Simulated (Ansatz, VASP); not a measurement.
# One calculation of CuI, two programs

```xyz
2
Lattice="4.2002 0.0000 0.0000 2.1001 3.6375 0.0000 2.1001 1.2125 3.4295" Properties=species:S:1:pos:R:3 pbc="T T T"
Cu    2.1001    1.2125    0.8574
I     0.0000    0.0000    0.0000
```

Alike in both runs: functional PBEsol; k mesh 6 × 6 × 6; no spin polarisation.

Ansatz relaxed the structure, and its values are those at the end. VASP's run is a single point on that final structure, the one shown.

```csv
,VASP,Ansatz
version,VASP 6.6.1,Ansatz 0.2.0
potentials or method,"VASP PAW PBE potentials, release 64 (Cu, I), cutoff 520 eV","plane waves, PAW"
occupations,"gaussian, width 0.01 eV",fixed
valence electrons in the cell,18,36
```

|  | VASP | Ansatz | Ansatz less VASP |
| --- | --- | --- | --- |
| pressure (GPa) | 0.4 | 0.0 | -0.42 |

VASP's potentials were made for PBE, not for PBEsol. VASP's potentials hold 18 valence electrons a cell and Ansatz's 36, so a difference there can come from the potentials and not from the codes.

Neither program's run includes spin-orbit coupling.
